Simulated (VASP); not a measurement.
# BaS (I4/mmm) in VASP: notebook

Runs on BaS. Level: LDA. Tasks: single point.

All numbers are computed with VASP 6.6.1; they aren't measurements. Logs are shortened: lines on timing, memory, paths and dates and some standing lists are left out, and cuts for length are marked.

**1. The cell of the first run**

It takes space group I4/mmm (No. 139, tetragonal). Conventional cell: a = 4.517 Å, b = 4.517 Å, c = 6.132 Å, α = 90.00°, β = 90.00°, γ = 90.00°. Within 4.0 Å of Ba (site symmetry 4/mmm) lie 6 S at 3.07 to 3.19 Å. Within 4.0 Å of S (site symmetry 4/mmm) lie 6 Ba at 3.07 to 3.19 Å.

**2. Single point, LDA (strain -0.0400 x Voigt [0, 0, 1, 0, 0, 0])**

Input file INCAR:

```
SYSTEM = BaS
PREC = Accurate ; ENCUT = 520
EDIFF = 1E-6 ; ISMEAR = 0
SIGMA = 0.05 ; LREAL = .FALSE.
LASPH = .TRUE. ; NELM = 80
ALGO = Normal ; ISIF = 2
LWAVE = .FALSE. ; LCHARG = .FALSE.
GGA = CA ; NBANDS = 15
```

Input file KPOINTS:

```
Automatic mesh
0
G
  8 8 8
  0 0 0
```

Input file POSCAR:

```
BaS
1.0
    0.0000000000      3.1937500000      3.0660000000
    3.1937500000      0.0000000000      3.0660000000
    3.1937500000      3.1937500000      0.0000000000
Ba S
1 1
Direct
    0.0000000000      0.0000000000      0.0000000000
    0.5000000000      0.5000000000      0.5000000000
```

Potentials or basis: VASP PAW LDA potentials, release 64 (Ba_sv, S).

Run with:

```sh
cat potpaw_LDA.64/Ba_sv/POTCAR potpaw_LDA.64/S/POTCAR > POTCAR
mpirun -np 1 vasp_std > vasp.out
```

OUTCAR:

```text
SYSTEM = BaS
   PREC = Accurate
   ENCUT = 520
   EDIFF = 1E-6
   ISMEAR = 0
   LREAL = .FALSE.
   LASPH = .TRUE.
   NELM = 80
   ISIF = 2
   GGA = CA

 ion  position               nearest neighbor table
   1  0.000  0.000  0.000-   2 3.07   2 3.07   2 3.19   2 3.19   2 3.19   2 3.19
   2  0.500  0.500  0.500-   1 3.07   1 3.07   1 3.19   1 3.19   1 3.19   1 3.19

  LATTYP: Found a body centered tetragonal cell.
 ALAT       =     4.5166445648
 C/A-ratio  =     1.3576450199

  Lattice vectors:

 A1 = (   0.0000000000,  -3.1937500000,  -3.0660000000)
 A2 = (   0.0000000000,   3.1937500000,  -3.0660000000)
 A3 = (   3.1937500000,   0.0000000000,   3.0660000000)

Analysis of symmetry for initial positions (statically):
=====================================================================
 Subroutine PRICEL returns:
 Original cell was already a primitive cell.

 Routine SETGRP: Setting up the symmetry group for a
 body centered tetragonal supercell.

 Subroutine GETGRP returns: Found 16 space group operations
 (whereof 16 operations were pure point group operations)
 out of a pool of 16 trial point group operations.

The static configuration has the point symmetry D_4h.

Analysis of symmetry for dynamics (positions and initial velocities):
=====================================================================
 Subroutine PRICEL returns:
 Original cell was already a primitive cell.

 Routine SETGRP: Setting up the symmetry group for a
 body centered tetragonal supercell.

 Subroutine GETGRP returns: Found 16 space group operations
 (whereof 16 operations were pure point group operations)
 out of a pool of 16 trial point group operations.

The dynamic configuration has the point symmetry D_4h.

 Subroutine INISYM returns: Found 16 space group operations
 (whereof 16 operations are pure point group operations),
 and found     1 'primitive' translations

----------------------------------------------------------------------------------------

                                     Primitive cell

  volume of cell :      62.5466

  direct lattice vectors                    reciprocal lattice vectors
     0.000000000  3.193750000  3.066000000    -0.156555773  0.156555773  0.163078930
     3.193750000  0.000000000  3.066000000     0.156555773 -0.156555773  0.163078930
     3.193750000  3.193750000  0.000000000     0.156555773  0.156555773 -0.163078930

  length of vectors
     4.427233342  4.427233342  4.516644565     0.274980286  0.274980286  0.274980286

  position of ions in fractional coordinates (direct lattice)
     0.000000000  0.000000000  0.000000000
     0.500000000  0.500000000  0.500000000

  ion indices of the primitive-cell ions
   primitive index   ion index
                 1           1
                 2           2

----------------------------------------------------------------------------------------

 KPOINTS: Automatic mesh

Automatic generation of k-mesh.
 Grid dimensions read from file:
 generate k-points for:    8    8    8

 Generating k-lattice:

  Cartesian coordinates                     Fractional coordinates (reciprocal lattice)
    -0.019569472  0.019569472  0.020384866     0.125000000  0.000000000  0.000000000
     0.019569472 -0.019569472  0.020384866     0.000000000  0.125000000  0.000000000
     0.019569472  0.019569472 -0.020384866     0.000000000  0.000000000  0.125000000

  Length of vectors
     0.034372536  0.034372536  0.034372536

  Shift w.r.t. Gamma in fractional coordinates (k-lattice)
     0.000000000  0.000000000  0.000000000

 Subroutine IBZKPT returns following result:
 ===========================================

 Found     59 irreducible k-points:

 Following reciprocal coordinates:
            Coordinates               Weight
  0.000000  0.000000  0.000000      1.000000
  0.125000  0.000000  0.000000      8.000000
  0.250000  0.000000  0.000000      8.000000
  0.375000  0.000000  0.000000      8.000000
  0.500000  0.000000  0.000000      4.000000
  0.125000  0.125000  0.000000      2.000000
[... 16 lines left out ...]
  0.250000  0.000000  0.125000     16.000000
  0.375000  0.000000  0.125000     16.000000
 [... further k-points ...]
   k-points           NKPTS =     59   k-points in BZ     NKDIM =     59   number of bands    NBANDS=     15
   number of dos      NEDOS =    301   number of ions     NIONS =      2
   total plane-waves  NPLWV =  46656
   dimension x,y,z NGX =    36 NGY =   36 NGZ =   36
   dimension x,y,z NGXF=    72 NGYF=   72 NGZF=   72
   ions per type =               1   1
   NGX,Y,Z   is equivalent  to a cutoff of  13.52, 13.52, 13.25 a.u.
   NGXF,Y,Z  is equivalent  to a cutoff of  27.04, 27.04, 26.50 a.u.
 SYSTEM =  BaS
   PREC   = accura    normal or accurate (medium, high low for compatibility)
   ISTART =      0    job   : 0-new  1-cont  2-samecut
   ICHARG =      2    charge: 1-file 2-atom 10-const
   ISPIN  =      1    spin polarized calculation?
   LNONCOLLINEAR =      F non collinear calculations
   LSORBIT =      F    spin-orbit coupling
   LASPH  =      T    aspherical Exc in radial PAW
   ENCUT  =  520.0 eV  38.22 Ry    6.18 a.u.   8.23  8.23  8.40*2*pi/ulx,y,z
   NELM   =     80;   NELMIN=  2; NELMDL= -5     # of ELM steps
   EDIFF  = 0.1E-05   stopping-criterion for ELM
   LREAL  =      F    real-space projection
   EDIFFG = 0.1E-04   stopping-criterion for IOM
   NSW    =      0    number of steps for IOM
   IBRION =     -1    ionic relax: 0-MD 1-quasi-New 2-CG
   NFREE  =      0    steps in history (QN), initial steepest desc. (CG)
   ISIF   =      2    stress and relaxation
   ISYM   =      2    0-nonsym 1-usesym 2-fastsym
   POTIM  = 0.5000    time-step for ionic-motion
   TEBEG  =    0.0;   TEEND  =   0.0 temperature during run
   PSTRESS=    0.0 pullay stress
   NELECT =      16.0000    total number of electrons
   NUPDOWN=      -1.0000    fix difference up-down
   EMIN   =  10.00;   EMAX   =-10.00  energy-range for DOS
   EFERMI =   0.00;   METHOD = LEGACY
   ISMEAR =     0;   SIGMA  =   0.05  broadening in eV -4-tet -1-fermi 0-gaus
   EFERMI_NEDOS =   21; number of points for ismear=-14 and -15
   IALGO  =     38    algorithm
   IMIX   =      4    mixing-type and parameters
     AMIX     =   0.40;   BMIX     =  1.00
     AMIX_MAG =   1.60;   BMIX_MAG =  1.00
  volume/ion in A,a.u.               =      31.27       211.04
  Fermi-wavevector in a.u.,A,eV,Ry     =   1.039234  1.963868 14.694402  1.080008
  Thomas-Fermi vector in A             =   2.173755
   LORBIT       =      0    0 simple, 1 ext, 2 COOP (PROOUT), +10 PAW based schemes
   GGA     = CA    functional components
   LHFCALC =     F    Hartree Fock is set to
   AEXX    =    0.0000 exact exchange contribution
   IVDW    =     0    specifies the selected vdW correction
   LEPSILON=     F    determine dielectric tensor
   LRPA    =     F    only Hartree local field effects (RPA)
 non-spin polarized calculation
 Gauss-broadening in eV      SIGMA  =   0.05
  energy-cutoff  :      520.00
  volume of cell :       62.55
 maximum number of plane-waves:      1703
 NGX is ok and might be reduce to    36
   NGX = 17   NGY = 17   NGZ = 17

 number of electron      15.9999999 magnetization

 Free energy of the ion-electron system (eV)
  ---------------------------------------------------
  ext. energy  EPLUGINS =         0.00000000
  ---------------------------------------------------
  free energy    TOTEN  =       -11.15202917 eV

  energy without entropy =      -11.15202917  energy(sigma->0) =      -11.15202917

 E-fermi :   1.8376     XC(G=0):  -9.1557

 val. band max:        1.5830290468   @ k =   0.0000   0.0000   0.0000
 cond. band min:       3.2644507684   @ k =   0.5000   0.5000   0.0000
 fundamental gap:      1.6814217216
 Fermi energy:         1.8376359788

 k-point     1 :       0.0000    0.0000    0.0000
  band No.  band energies     occupation
      1     -24.4125      2.00000
      2      -9.4997      2.00000
      3      -9.4748      2.00000
      4      -9.4748      2.00000
      5      -8.9204      2.00000
      6       1.4091      2.00000
      7       1.4091      2.00000
      8       1.5830      2.00000
      9       4.8945      0.00000
     10       5.0691      0.00000
     11       5.0691      0.00000
     12       5.3671      0.00000
     13       6.0610      0.00000
     14       6.4232      0.00000
     15       9.9781      0.00000

 k-point     2 :       0.1250    0.0000    0.0000
  band No.  band energies     occupation
      1     -24.4042      2.00000
      2      -9.8935      2.00000
      3      -9.4924      2.00000
      4      -9.4852      2.00000
      5      -8.4978      2.00000
      6       0.9971      2.00000
      7       1.1833      2.00000
      8       1.2867      2.00000
      9       5.1343      0.00000
     10       5.3330      0.00000
     11       5.4874      0.00000
     12       5.5723      0.00000
     13       6.5334      0.00000
     14       6.9547      0.00000
     15      10.6479      0.00000

 k-point     3 :       0.2500    0.0000    0.0000
  band No.  band energies     occupation
      1     -24.3839      2.00000
      2     -10.3940      2.00000
      3      -9.5100      2.00000
      4      -9.5012      2.00000
      5      -7.9584      2.00000
      6       0.2039      2.00000
      7       0.7443      2.00000
      8       0.7823      2.00000
      9       5.4101      0.00000
     10       6.0643      0.00000
     11       6.1590      0.00000
     12       6.7584      0.00000
     13       7.7125      0.00000
     14       8.2371      0.00000
     15      12.0529      0.00000
[... 343 lines left out ...]
 k-point    23 :       0.2500    0.0000    0.1250
  band No.  band energies     occupation
      1     -24.3862      2.00000
      2     -10.2167      2.00000
      3      -9.5514      2.00000
      4      -9.5278      2.00000
      5      -8.1592      2.00000
      6       0.1900      2.00000
      7       1.0328      2.00000
      8       1.2012      2.00000
      9       4.6442      0.00000
     10       6.1144      0.00000
     11       6.3216      0.00000
     12       6.5473      0.00000
     13       7.1665      0.00000
     14       8.4319      0.00000
     15      11.9816      0.00000

 k-point    24 :       0.3750    0.0000    0.1250
  band No.  band energies     occupation
      1     -24.3659      2.00000
      2     -10.5662      2.00000
      3      -9.5638      2.00000
      4      -9.5576      2.00000
      5      -7.8101      2.00000
      6      -0.1677      2.00000
      7       0.5596      2.00000
      8       0.7362      2.00000
      9       5.1425      0.00000
     10       7.1107      0.00000
     11       7.3065      0.00000
     12       7.3853      0.00000
     13       8.4142      0.00000
     14       9.5233      0.00000
     15      11.5671      0.00000

 [... further k-points ...]

------------------------ aborting loop because EDIFF is reached ----------------------------------------

  FORCE on cell =-STRESS in cart. coord.  units (eV):
  Direction    XX          YY          ZZ          XY          YZ          ZX
  --------------------------------------------------------------------------------------
  -------------------------------------------------------------------------------------
  Total       -0.4694060     -0.4694060      1.2566328      0.0000000      0.0000000      0.0000000
  in kB      -12.0241746    -12.0241746     32.1895556      0.0000000      0.0000000      0.0000000
  external PRESSURE =       2.7137355 kB  Pullay stress =       0.0000000 kB

 VOLUME and BASIS-vectors are now :
 -----------------------------------------------------------------------------
  energy-cutoff  :      520.00
  volume of cell :       62.55
      direct lattice vectors                 reciprocal lattice vectors
     0.000000000  3.193750000  3.066000000    -0.156555773  0.156555773  0.163078930
     3.193750000  0.000000000  3.066000000     0.156555773 -0.156555773  0.163078930
     3.193750000  3.193750000  0.000000000     0.156555773  0.156555773 -0.163078930

 POSITION                                       TOTAL-FORCE (eV/Angst)
 -----------------------------------------------------------------------------------
      0.00000      0.00000      0.00000        -0.000000      0.000000      0.000000
      3.19375      3.19375      3.06600         0.000000     -0.000000      0.000000
 -----------------------------------------------------------------------------------
    total drift:                                0.000000      0.000000      0.000000

  FREE ENERGIE OF THE ION-ELECTRON SYSTEM (eV)
  ---------------------------------------------------
  free  energy   TOTEN  =       -11.1520291688 eV

  energy  without entropy=      -11.1520291688  energy(sigma->0) =      -11.15202917
```

Wall time 35 s (1 thread of Intel Xeon Platinum 8488C (Sapphire Rapids), shared host); peak memory 0.2 GiB.

What came out:

- Free energy: -11.1520 eV
- Pressure: 0.3 GPa
- Band gap on the k mesh: 1.68 eV, indirect (least direct gap 1.82 eV)

Caveat: the cell differs from its parent crystal (strain -0.0400 x Voigt [0, 0, 1, 0, 0, 0]); spin-orbit coupling is left out, which moves the levels of the heavy elements. A k mesh can miss the band edges.

(Continued in part 2 of 2.)
